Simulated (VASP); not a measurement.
# Sr3Zn2As4 (C2/m) in VASP: single point with PBE+U

Aim: the single point of Sr3Zn2As4 with PBE+U.

Everything below comes from runs of VASP 6.6.1. Logs are shortened: lines on timing, memory, paths and dates and some standing lists are left out, and cuts for length are marked.

**1. The cell of the first run**

The structure is monoclinic, space group C2/m (No. 12). Conventional cell: a = 16.463 Å, b = 4.377 Å, c = 7.032 Å, α = 90.00°, β = 113.15°, γ = 90.00°. Within 4.7 Å of Sr (site symmetry m) lie 8 As at 3.25 to 3.83 Å and 3 Zn at 3.35 to 3.44 Å and 7 Sr at 3.84 to 4.64 Å. Within 4.1 Å of Sr (site symmetry 2/m) lie 6 As at 3.13 to 3.20 Å and 4 Zn at 3.66 Å and 2 Sr at 3.84 Å. Zn (site symmetry m) has 4 As at 2.52 to 2.61 Å and 2 Zn at 3.27 Å and 3 Sr at 3.35 to 3.44 Å within 3.5 Å. Within 3.3 Å of As (site symmetry m) lie 3 Zn at 2.52 to 2.55 Å and 3 Sr at 3.13 to 3.25 Å. Within 3.4 Å of As (site symmetry m) lie 1 As at 2.41 Å and 1 Zn at 2.61 Å and 6 Sr at 3.20 to 3.35 Å.

**2. Single point, PBE+U**

Input file POSCAR:

```
Sr3Zn2As4
1.0
    0.0000000000      4.3768400000      0.0000000000
    8.2316360000     -2.1884200000      0.0000000000
    2.7641480000      0.0000000000     -6.4657660000
Sr Zn As
3 2 4
Direct
    0.1437000000      0.2874000000      0.4185600000
    0.8563000000      0.7126000000      0.5814400000
    0.0000000000      0.0000000000      0.0000000000
    0.3283800000      0.6567600000      0.9634100000
    0.6716200000      0.3432400000      0.0365900000
    0.2063800000      0.4127600000      0.8326700000
    0.7936200000      0.5872400000      0.1673300000
    0.4889500000      0.9779000000      0.6797200000
    0.5110500000      0.0221000000      0.3202800000
```

Input file INCAR.step1:

```
SYSTEM = Sr3Zn2As4
PREC     = Accurate       ! precision mode
ENCUT    = 400            ! plane-wave cutoff, eV
EDIFF    = 1E-6           ! SCF threshold, eV
ISMEAR   = -1             ! smearing method
SIGMA    = 0.1            ! smearing width, eV
LREAL    = .FALSE.        ! projectors in reciprocal space
LASPH    = .TRUE.         ! aspherical terms in the spheres
NELM     = 200            ! most SCF steps
ALGO     = Normal         ! electronic algorithm
ISIF     = 2              ! what is computed and relaxed
LWAVE    = .FALSE.        ! write WAVECAR
LCHARG   = .TRUE.         ! write CHGCAR
LDAU     = .TRUE.         ! DFT+U
LDAUTYPE = 2            
LDAUL    = -1 -1 1        ! shell
LDAUU    = 0 0 3.38       ! U, eV
LDAUJ    = 0 0 0        
LDAUPRINT= 1            
GGA      = PE             ! functional
NBANDS   = 47             ! bands
GGA_COMPAT= .FALSE.      
NEDOS    = 2001           ! points of the DOS
LORBIT   = 11             ! projections on sites
KPAR     = 4
```

Input file KPOINTS.step1:

```
regular mesh
0
G
  6 6 4
  0 0 0
```

Input file INCAR.step2:

```
SYSTEM = Sr3Zn2As4
PREC     = Accurate       ! precision mode
ENCUT    = 400            ! plane-wave cutoff, eV
EDIFF    = 1E-6           ! SCF threshold, eV
ISMEAR   = -5             ! smearing method
SIGMA    = 0.1            ! smearing width, eV
LREAL    = .FALSE.        ! projectors in reciprocal space
LASPH    = .TRUE.         ! aspherical terms in the spheres
NELM     = 200            ! most SCF steps
ALGO     = Normal         ! electronic algorithm
ISIF     = 2              ! what is computed and relaxed
LWAVE    = .FALSE.        ! write WAVECAR
LCHARG   = .FALSE.        ! write CHGCAR
LDAU     = .TRUE.         ! DFT+U
LDAUTYPE = 2            
LDAUL    = -1 -1 1        ! shell
LDAUU    = 0 0 3.38       ! U, eV
LDAUJ    = 0 0 0        
LDAUPRINT= 1            
GGA      = PE             ! functional
LORBIT   = 11             ! projections on sites
NEDOS    = 2001           ! points of the DOS
ICHARG   = 11             ! starting density
GGA_COMPAT= .FALSE.      
KPAR     = 4
```

Input file KPOINTS.step2:

```
regular mesh
0
G
  9 9 6
  0 0 0
```

Potentials or basis: VASP PAW PBE potentials, release 64 (Sr_sv, Zn, As).

Launch:

```bash
> cat potpaw_PBE.64/Sr_sv/POTCAR potpaw_PBE.64/Zn/POTCAR potpaw_PBE.64/As/POTCAR > POTCAR
> cp INCAR.step1 INCAR
> cp KPOINTS.step1 KPOINTS
> mpirun -np 4 vasp_std > vasp.out
> cp INCAR.step2 INCAR
> cp KPOINTS.step2 KPOINTS
> mpirun -np 4 vasp_std > vasp.out
```

OUTCAR:

```text
SYSTEM = Sr3Zn2As4
   PREC = Accurate
   ENCUT = 400
   EDIFF = 1E-6
   ISMEAR = -5
   LREAL = .FALSE.
   LASPH = .TRUE.
   NELM = 200
   ISIF = 2
   GGA = PE
   LORBIT = 11
   ICHARG = 11

 ion  position               nearest neighbor table
   1  0.144  0.287  0.419-   7 3.25   7 3.25   8 3.31   8 3.31   9 3.35   9 3.35   5 3.35   5 3.35
                             4 3.44   6 3.45   6 3.83   3 3.84   2 4.41   3 4.44   2 4.64   2 4.64
   2  0.856  0.713  0.581-   6 3.25   6 3.25   9 3.31   9 3.31   8 3.35   8 3.35   4 3.35   4 3.35
                             5 3.44   7 3.45   7 3.83   3 3.84   1 4.41   3 4.44   1 4.64   1 4.64
   3  0.000  0.000  0.000-   6 3.13   7 3.13   9 3.20   8 3.20   9 3.20   8 3.20   4 3.66   5 3.66
                             4 3.66   5 3.66   2 3.84   1 3.84   2 4.44   1 4.44
   4  0.328  0.657  0.963-   6 2.52   7 2.55   7 2.55   8 2.61   2 3.35   2 3.35   1 3.44   3 3.66
                             3 3.66
   5  0.672  0.343  0.037-   7 2.52   6 2.55   6 2.55   9 2.61   1 3.35   1 3.35   2 3.44   3 3.66
                             3 3.66
   6  0.206  0.413  0.833-   4 2.52   5 2.55   5 2.55   3 3.13   2 3.25   2 3.25   1 3.45   1 3.83

   7  0.794  0.587  0.167-   5 2.52   4 2.55   4 2.55   3 3.13   1 3.25   1 3.25   2 3.45   2 3.83

   8  0.489  0.978  0.680-   9 2.41   4 2.61   3 3.20   3 3.20   1 3.31   1 3.31   2 3.35   2 3.35

   9  0.511  0.022  0.320-   8 2.41   5 2.61   3 3.20   3 3.20   2 3.31   2 3.31   1 3.35   1 3.35

  LATTYP: Found a base centered monoclinic cell.
 ALAT       =    16.4632720000
 B/A-ratio  =     0.2658548070
 C/A-ratio  =     0.4271223109
 COS(beta)  =    -0.3930908018

  Lattice vectors:

 A1 = (  -8.2316360000,  -2.1884200000,   0.0000000000)
 A2 = (  -8.2316360000,   2.1884200000,   0.0000000000)
 A3 = (   2.7641480000,   0.0000000000,  -6.4657660000)

Analysis of symmetry for initial positions (statically):
=====================================================================
 Subroutine PRICEL returns:
 Original cell was already a primitive cell.

 Routine SETGRP: Setting up the symmetry group for a
 base centered monoclinic supercell.

 Subroutine GETGRP returns: Found  4 space group operations
 (whereof  4 operations were pure point group operations)
 out of a pool of  4 trial point group operations.

The static configuration has the point symmetry C_2h.

Analysis of symmetry for dynamics (positions and initial velocities):
=====================================================================
 Subroutine PRICEL returns:
 Original cell was already a primitive cell.

 Routine SETGRP: Setting up the symmetry group for a
 base centered monoclinic supercell.

 Subroutine GETGRP returns: Found  4 space group operations
 (whereof  4 operations were pure point group operations)
 out of a pool of  4 trial point group operations.

The dynamic configuration has the point symmetry C_2h.

 Subroutine INISYM returns: Found  4 space group operations
 (whereof  4 operations are pure point group operations),
 and found     1 'primitive' translations

----------------------------------------------------------------------------------------

                                     Primitive cell

  volume of cell :     232.9522

  direct lattice vectors                    reciprocal lattice vectors
     0.000000000  4.376840000  0.000000000     0.060741267  0.228475338  0.025967202
     8.231636000 -2.188420000  0.000000000     0.121482534  0.000000000  0.051934404
     2.764148000  0.000000000 -6.465766000     0.000000000  0.000000000 -0.154660716

  length of vectors
     4.376840000  8.517570859  7.031830781     0.237833508  0.132118085  0.154660716

  position of ions in fractional coordinates (direct lattice)
     0.143700000  0.287400000  0.418560000
     0.856300000  0.712600000  0.581440000
     0.000000000  0.000000000  0.000000000
     0.328380000  0.656760000  0.963410000
     0.671620000  0.343240000  0.036590000
     0.206380000  0.412760000  0.832670000
     0.793620000  0.587240000  0.167330000
     0.488950000  0.977900000  0.679720000
     0.511050000  0.022100000  0.320280000

  ion indices of the primitive-cell ions
   primitive index   ion index
                 1           1
                 2           2
                 3           3
                 4           4
                 5           5
                 6           6
                 7           7
                 8           8
                 9           9

----------------------------------------------------------------------------------------

 KPOINTS: regular mesh

Automatic generation of k-mesh.
 Grid dimensions read from file:
 generate k-points for:    9    9    6

 Generating k-lattice:

  Cartesian coordinates                     Fractional coordinates (reciprocal lattice)
     0.006749030  0.025386149  0.002885245     0.111111111  0.000000000  0.000000000
     0.013498059  0.000000000  0.005770489     0.000000000  0.111111111  0.000000000
     0.000000000  0.000000000 -0.025776786     0.000000000  0.000000000  0.166666667

  Length of vectors
     0.026425945  0.014679787  0.025776786

  Shift w.r.t. Gamma in fractional coordinates (k-lattice)
     0.000000000  0.000000000  0.000000000

 TETIRR: Found   1456 inequivalent tetrahedra from     2916

 Subroutine IBZKPT returns following result:
 ===========================================

 Found    140 irreducible k-points:

 Following reciprocal coordinates:
            Coordinates               Weight
  0.000000  0.000000  0.000000      1.000000
  0.111111  0.000000  0.000000      4.000000
  0.222222  0.000000  0.000000      4.000000
  0.333333  0.000000  0.000000      4.000000
  0.444444  0.000000  0.000000      4.000000
  0.000000  0.111111  0.000000      2.000000
[... 16 lines left out ...]
  0.333333  0.333333  0.000000      2.000000
  0.000000  0.444444  0.000000      2.000000
 [... further k-points ...]
   k-points           NKPTS =    140   k-points in BZ     NKDIM =    140   number of bands    NBANDS=     44
   number of dos      NEDOS =   2001   number of ions     NIONS =      9
   total plane-waves  NPLWV =  80640
   dimension x,y,z NGX =    30 NGY =   56 NGZ =   48
   dimension x,y,z NGXF=    60 NGYF=  112 NGZF=   96
   ions per type =               3   2   4
   NGX,Y,Z   is equivalent  to a cutoff of  11.39, 10.93, 11.35 a.u.
   NGXF,Y,Z  is equivalent  to a cutoff of  22.79, 21.86, 22.70 a.u.
 SYSTEM =  Sr3Zn2As4
   PREC   = accura    normal or accurate (medium, high low for compatibility)
   ISTART =      0    job   : 0-new  1-cont  2-samecut
   ICHARG =     11    charge: 1-file 2-atom 10-const
   ISPIN  =      1    spin polarized calculation?
   LNONCOLLINEAR =      F non collinear calculations
   LSORBIT =      F    spin-orbit coupling
   LASPH  =      T    aspherical Exc in radial PAW
   ENCUT  =  400.0 eV  29.40 Ry    5.42 a.u.   7.14 13.89 11.47*2*pi/ulx,y,z
   NELM   =    200;   NELMIN=  2; NELMDL=  0     # of ELM steps
   EDIFF  = 0.1E-05   stopping-criterion for ELM
   LREAL  =      F    real-space projection
[... 7 lines left out ...]
   TEBEG  =    0.0;   TEEND  =   0.0 temperature during run
   PSTRESS=    0.0 pullay stress
   NELECT =      74.0000    total number of electrons
   NUPDOWN=      -1.0000    fix difference up-down
   EMIN   =  10.00;   EMAX   =-10.00  energy-range for DOS
   EFERMI =   0.00;   METHOD = LEGACY
   ISMEAR =    -5;   SIGMA  =   0.10  broadening in eV -4-tet -1-fermi 0-gaus
   EFERMI_NEDOS =   21; number of points for ismear=-14 and -15
   IALGO  =     38    algorithm
   IMIX   =      4    mixing-type and parameters
     AMIX     =   0.40;   BMIX     =  1.00
     AMIX_MAG =   1.60;   BMIX_MAG =  1.00
  volume/ion in A,a.u.               =      25.88       174.67
  Fermi-wavevector in a.u.,A,eV,Ry     =   1.117026  2.110872 16.976618  1.247746
  Thomas-Fermi vector in A             =   2.253645
   LORBIT       =     11    0 simple, 1 ext, 2 COOP (PROOUT), +10 PAW based schemes
 LDA+U is selected, type is set to LDAUTYPE =  2
   angular momentum for each species LDAUL =    -1   -1    1
   U (eV)           for each species LDAUU =   0.0  0.0  3.4
   J (eV)           for each species LDAUJ =   0.0  0.0  0.0
   GGA     = PE    functional components
   LHFCALC =     F    Hartree Fock is set to
   AEXX    =    0.0000 exact exchange contribution
   IVDW    =     0    specifies the selected vdW correction
   LEPSILON=     F    determine dielectric tensor
   LRPA    =     F    only Hartree local field effects (RPA)
 non-spin polarized calculation
 Fermi weights with tetrahedron method with Bloechl corrections
  energy-cutoff  :      400.00
  volume of cell :      232.95
 maximum number of plane-waves:      4248
 NGX is ok and might be reduce to    30

 number of electron      73.9999966 magnetization

 Free energy of the ion-electron system (eV)
  ---------------------------------------------------
  ext. energy  EPLUGINS =         0.00000000
  ---------------------------------------------------
  free energy    TOTEN  =       -25.53571269 eV

  energy without entropy =      -25.53571269  energy(sigma->0) =      -25.53571269

 E-fermi :   3.4961     XC(G=0):  -9.3226

 val. band max:        3.5946838445   @ k =   0.0000   0.3333   0.3333
 cond. band min:       3.4317891780   @ k =   0.1111   0.3333   0.5000
 fundamental gap:     -0.1628946665
 Fermi energy:         3.4960672777

 k-point     1 :       0.0000    0.0000    0.0000
  band No.  band energies     occupation
      1     -32.2439      2.00000
      2     -32.2401      2.00000
      3     -32.0220      2.00000
      4     -14.3744      2.00000
      5     -14.3579      2.00000
      6     -14.2961      2.00000
[... 36 lines left out ...]
     43       5.9562      0.00000
     44       6.3858      0.00000
[... 1040 lines left out ...]
      4     -14.3699      2.00000
      5     -14.3413      2.00000
      6     -14.2794      2.00000
[... 36 lines left out ...]
     43       6.3128      0.00000
     44       6.4654      0.00000

 [... further k-points ...]
[... 5 lines left out ...]
  --------------------------------------------------------------------------------------
  -------------------------------------------------------------------------------------
  Total        1.9372120      1.6767250      4.1978101      0.0000000      0.0000000     -0.8742624
  in kB       13.3235793     11.5320259     28.8713148      0.0000000      0.0000000     -6.0129220
  external PRESSURE =      17.9089733 kB  Pullay stress =       0.0000000 kB

 VOLUME and BASIS-vectors are now :
 -----------------------------------------------------------------------------
  energy-cutoff  :      400.00
  volume of cell :      232.95
      direct lattice vectors                 reciprocal lattice vectors
     0.000000000  4.376840000  0.000000000     0.060741267  0.228475338  0.025967202
     8.231636000 -2.188420000  0.000000000     0.121482534  0.000000000  0.051934404
     2.764148000  0.000000000 -6.465766000     0.000000000  0.000000000 -0.154660716

 POSITION                                       TOTAL-FORCE (eV/Angst)
 -----------------------------------------------------------------------------------
      3.52273      0.00000     -2.70631        -0.049182      0.000000      0.007076
      7.47305      2.18842     -3.75945         0.049182      0.000000     -0.007076
      0.00000      0.00000      0.00000         0.000000     -0.000000      0.000000
      8.06922      0.00000     -6.22918         0.295485     -0.000000      0.074012
      2.92657      2.18842     -0.23658        -0.295485      0.000000     -0.074012
      5.69931      0.00000     -5.38385        -0.639476      0.000000      0.725033
      5.29647      2.18842     -1.08192         0.639476     -0.000000     -0.725033
      9.92856      0.00000     -4.39491         0.664844      0.000000     -1.160665
      1.06722      2.18842     -2.07086        -0.664844      0.000000      1.160665
 -----------------------------------------------------------------------------------
    total drift:                                0.000000     -0.000000     -0.000000

  FREE ENERGIE OF THE ION-ELECTRON SYSTEM (eV)
  ---------------------------------------------------
  free  energy   TOTEN  =       -25.5357126922 eV

  energy  without entropy=      -25.5357126922  energy(sigma->0) =      -25.53571269

 total charge

# of ion       s       p       d       tot
------------------------------------------
    1        2.008   5.758   0.217   7.983
    2        2.008   5.758   0.217   7.983
    3        2.017   5.763   0.238   8.018
    4        0.579   0.455   9.746  10.779
    5        0.579   0.455   9.746  10.779
    6        1.223   1.480   0.018   2.722
    7        1.223   1.480   0.018   2.722
    8        1.230   1.466   0.027   2.723
    9        1.230   1.466   0.027   2.723
--------------------------------------------------
tot         12.097  24.082  20.255  56.434
```

Wall time 4.8 min (4 MPI ranks of Intel Xeon Platinum 8488C (Sapphire Rapids), shared host); peak memory 0.87 GiB.

What came out:

| Quantity | Value |
| --- | --- |
| Valence electrons inside the program's atomic spheres | Sr 7.98, 8.02 (each value once); Zn 10.78; As 2.72 |

Caveat: U without spin polarisation on a metal has little footing; the U is typed as a test and isn't derived for this compound; tetrahedron occupations give inexact forces and stress in metals.
